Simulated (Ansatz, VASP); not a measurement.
## Two plane-wave programs on NaF

The input INCAR:

```
PREC = Accurate
ENCUT = 520
EDIFF = 1E-6
ISMEAR = 0
SIGMA = 0.05
LREAL = F
LASPH = T
NELM = 60
ALGO = Normal
ISIF = 2
LWAVE = F
LCHARG = F
GGA = PS
NBANDS = 14
```

KPOINTS

```
Automatic mesh
0
Gamma
  8 8 8
```

File POSCAR:

```
NaF
1.0
    0.0000000000      2.3233000000      2.2884505000
    2.3233000000      0.0000000000      2.2884505000
    2.3233000000      2.3233000000      0.0000000000
Na F
1 1
Direct
    0.0000000000      0.0000000000      0.0000000000
    0.5000000000      0.5000000000      0.5000000000
```

Input for Ansatz:

```yaml
crystal:
  lattice:
    - [0.0, 2.3233, 2.2884505]
    - [2.3233, 0.0, 2.2884505]
    - [2.3233, 2.3233, 0.0]
  atoms:
    - { symbol: Na, position: [0.0, 0.0, 0.0] }
    - { symbol: F, position: [0.5, 0.5, 0.5] }
basis:
  ecutwfc: 420
kpoints:
  mp_grid: { grid: [8, 8, 8] }
hamiltonian:
  xc: pbesol
scf:
  occupations: { method: gaussian, width: 0.05 }
output:
  forces: true
  stress: true
  eigenvalues: true
```

Change from the starting cell: strain -0.0150 x Voigt [0, 0, 1, 0, 0, 0], atoms carried along.

Alike in both runs: task single point; functional PBEsol; k mesh 8 × 8 × 8; occupations gaussian, width 0.05 eV; no spin polarisation.

|  | VASP | Ansatz |
| --- | --- | --- |
| version | VASP 6.6.1 | Ansatz 0.2.0 |
| potentials or method | VASP PAW PBE potentials, release 64 (Na_pv, F), cutoff 520 eV | scalar-relativistic, plane waves, PAW |
| valence electrons in the cell | 14 | 16 |

|  | VASP | Ansatz | Ansatz less VASP |
| --- | --- | --- | --- |
| gap on the k mesh at the Fermi level (eV) | 6.20 | 6.22 | +0.021 |
| least direct gap on the mesh (eV) | 6.20 | 6.22 | +0.021 |
| pressure (GPa) | 0.1 | 0.2 | +0.08 |
| traceless stress, the component that is largest in VASP (GPa) | 0.88 | 0.84 | -0.038 |

VASP's potentials were made for PBE, not for PBEsol. VASP's potentials hold 14 valence electrons a cell and Ansatz's 16, so a difference there can come from the potentials and not from the codes.
